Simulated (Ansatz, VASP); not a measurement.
One calculation of Au, two programs

INCAR

```
SYSTEM = Au
PREC = Accurate
ENCUT = 520
EDIFF = 1E-7
ISMEAR = 0
SIGMA = 0.1
LREAL = .FALSE.
LASPH = .TRUE.
NELM = 60
ALGO = Normal
ISIF = 2
LWAVE = .FALSE.
LCHARG = .TRUE.
GGA = PE
LELF = .TRUE.
LVHAR = .TRUE.
NBANDS = 12
```

The input KPOINTS:

```
regular mesh
0
G
  8 8 8
  0 0 0
```

File POSCAR:

```
Au
1.0
    0.0000000000      2.0856442700      2.0856442700
    2.0856442700      0.0000000000      2.0856442700
    2.0856442700      2.0856442700      0.0000000000
Au
1
Direct
    0.0000000000      0.0000000000      0.0000000000
```

Input for Ansatz:

```yaml
crystal:
  lattice:
    - [0.0, 2.08564427, 2.08564427]
    - [2.08564427, 0.0, 2.08564427]
    - [2.08564427, 2.08564427, 0.0]
  atoms:
    - { symbol: Au, position: [0.0, 0.0, 0.0] }
basis:
  ecutwfc: 420
kpoints:
  mp_grid: { grid: [8, 8, 8] }
hamiltonian:
  xc: pbe
scf:
  occupations: { method: gaussian, width: 0.1 }
output:
  forces: true
  stress: true
  eigenvalues: true
```

Alike in both runs: task single point; functional PBE; k mesh 8 × 8 × 8; occupations gaussian, width 0.1 eV; no spin polarisation.

|  | VASP | Ansatz |
| --- | --- | --- |
| version | VASP 6.6.1 | Ansatz 0.2.0 |
| potentials or method | VASP PAW PBE potentials, release 64 (Au), cutoff 520 eV | scalar-relativistic, plane waves, PAW |
| valence electrons in the cell | 11 | 19 |

VASP gave:

- gap on the k mesh at the Fermi level (eV): none
- pressure (GPa): -0.8

Question: Which values does Ansatz return?

Answer: gap on the k mesh at the Fermi level (eV): none; pressure (GPa): -0.6.

A gap of «none» marks a metal or a gap that the smearing closes. VASP's potentials hold 11 valence electrons a cell and Ansatz's 19, so a difference there can come from the potentials and not from the codes.

Spin-orbit coupling is off throughout.
